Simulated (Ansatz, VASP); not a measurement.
This is a calculation of MgB2 for Ansatz 0.2.0.

The input input.yaml:

```yaml
crystal:
  lattice:
    - [0.0, 2.973547851, 2.973547851]
    - [2.973547851, 0.0, 2.973547851]
    - [2.973547851, 2.973547851, 0.0]
  atoms:
    - { symbol: Mg, position: [0.0, 0.0, 0.0] }
    - { symbol: Mg, position: [0.25, 0.25, 0.25] }
    - { symbol: B, position: [0.625, 0.125, 0.625] }
    - { symbol: B, position: [0.625, 0.625, 0.125] }
    - { symbol: B, position: [0.125, 0.625, 0.625] }
    - { symbol: B, position: [0.625, 0.625, 0.625] }
hamiltonian:
  xc: pbe
  pseudopotentials: { kind: paw }
kpoints:
  mp_grid: { grid: [8, 8, 8] }
scf:
  occupations: { method: fermi_dirac, width: 0.05 }
output:
  forces: true
  stress: true
  eigenvalues: true
```

Potentials or basis: Ansatz PAW.

Command:

```sh
$ ansatz run input.yaml --threads 2 --pin off --max-ram 5120MiB --backend cpu --events-out ev --progress --plain --runs-dir out
```

Q: Set up the same calculation for VASP 6.6.1. Potentials there: VASP PAW PBE potentials, release 64 (Mg, B).

A: As run (the cutoff follows the program's own potentials):

The input INCAR:

```
SYSTEM = MgB2
  PREC = Accurate
  ENCUT = 600
  EDIFF = 1E-6
  ISMEAR = -1
  SIGMA = 0.05
  LREAL = .False.
  LASPH = .True.
  NELM = 120
  ALGO = Normal
  ISIF = 2
  LWAVE = .False.
  LCHARG = .False.
  GGA = PE
  NBANDS = 17
  GGA_COMPAT = .False.
```

The input KPOINTS:

```
Automatic mesh
0
Gamma
  8 8 8
  0 0 0
```

The input POSCAR:

```
MgB2
1.0
    0.0000000000      2.9735478510      2.9735478510
    2.9735478510      0.0000000000      2.9735478510
    2.9735478510      2.9735478510      0.0000000000
Mg B
2 4
Direct
    0.0000000000      0.0000000000      0.0000000000
    0.2500000000      0.2500000000      0.2500000000
    0.6250000000      0.1250000000      0.6250000000
    0.6250000000      0.6250000000      0.1250000000
    0.1250000000      0.6250000000      0.6250000000
    0.6250000000      0.6250000000      0.6250000000
```

Potentials or basis: VASP PAW PBE potentials, release 64 (Mg, B).

The run is started by

```sh
$ cat potpaw_PBE.64/Mg/POTCAR potpaw_PBE.64/B/POTCAR > POTCAR
$ mpirun -np 1 vasp_std > vasp.out
```

Both were run:

|  | VASP | Ansatz | Ansatz less VASP |
| --- | --- | --- | --- |
| gap on the k mesh at the Fermi level (eV) | none | none | - |
| pressure (GPa) | 3.1 | 3.3 | +0.15 |

A gap of «none» marks a metal or a gap that the smearing closes. VASP's potentials hold 16 valence electrons a cell and Ansatz's 32, so a difference there can come from the potentials and not from the codes.
